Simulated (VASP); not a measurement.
InSb3: single point with PBE+D3(BJ)

The system is InSb3.

```xyz
8
Lattice="-4.7335 0.0000 0.0000 0.0000 4.7335 4.7335 0.0000 4.7335 -4.7335" Properties=species:S:1:pos:R:3 pbc="T T T"
In   -4.7335    0.0000    0.0000
In   -4.7335    4.7335    0.0000
Sb   -2.3667    4.7335    2.3667
Sb   -2.3667    4.7335   -2.3667
Sb   -4.7335    2.3667    2.3667
Sb   -4.7335    2.3667   -2.3667
Sb   -2.3667    7.1002    0.0000
Sb   -2.3667    2.3667    0.0000
```

```json
{
 "Program": "VASP 6.6.1",
 "Task": "single point",
 "Functional": "PBE",
 "Dispersion": "D3(BJ)",
 "Potentials or basis": "VASP PAW PBE potentials, release 64 (In_d, Sb)",
 "Cutoff": "520 eV",
 "k mesh": "8 × 6 × 6",
 "Occupations": "gaussian, width 0.15 eV",
 "Spin": "no spin polarisation"
}
```

```json
{"Pressure": "-0.2 GPa", "Band gap on the k mesh": "zero (bands 28 and 29 overlap by 1.98 eV)", "Dispersion energy per atom": "-0.478 eV"}
```

Levels at points of the mesh, in eV from the Fermi level:
```
           k point  band 25  band 26  band 27  band 28  band 29  band 30  band 31  band 32
(0.00, 0.00, 0.00)    -1.41    -1.14    -1.14    -0.36     0.49     0.49     0.49     1.01
(0.50, 0.00, 0.00)    -2.21    -2.21    -1.16    -0.90     2.26     2.32     2.32     2.64
(0.00, 0.50, 0.00)    -1.28    -1.28    -0.49    -0.49     0.40     0.40     0.55     0.55
(0.50, 0.50, 0.00)    -1.24    -1.24    -0.16    -0.16     1.13     1.13     1.91     1.91
(0.00, 0.50, 0.50)    -2.20    -2.20    -1.16    -1.16    -0.90    -0.90     2.26     2.26
(0.50, 0.50, 0.50)    -1.41    -1.41    -1.14    -1.14    -1.14    -1.14    -0.36    -0.36
```

Run time: 5 min on 1 thread of Intel(R) Xeon(R) Platinum 8259CL CPU @ 2.50GHz (Skylake/Cascade Lake), with other jobs on the host, peak memory 0.5 GiB.

Caveat: spin-orbit coupling is left out, which moves the levels of the heavy elements.
